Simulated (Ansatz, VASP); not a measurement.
**Two plane-wave programs on GaP**

```
Ga P
1.0
     0.00000    2.72525    2.72525
     2.72525    0.00000    2.72525
     2.72525    2.72525    0.00000
Ga P
1 1
Direct
  0.00000 0.00000 0.00000
  0.75000 0.75000 0.75000
```

Alike in both runs: task single point; functional PBE; k mesh 6 × 6 × 6; occupations gaussian, width 0.1 eV; no spin polarisation.

|  | VASP | Ansatz |
| --- | --- | --- |
| version | VASP 6.6.1 | Ansatz 0.2.0 |
| potentials or method | VASP PAW PBE potentials, release 64 (Ga_d, P), cutoff 500 eV | scalar-relativistic, plane waves, PAW |
| valence electrons in the cell | 18 | 18 |

```csv
,VASP,Ansatz,Ansatz less VASP
gap on the k mesh at the Fermi level (eV),1.65,1.65,0.000
least direct gap on the mesh (eV),1.82,1.83,+0.002
pressure (GPa),2.4,2.5,+0.09
```
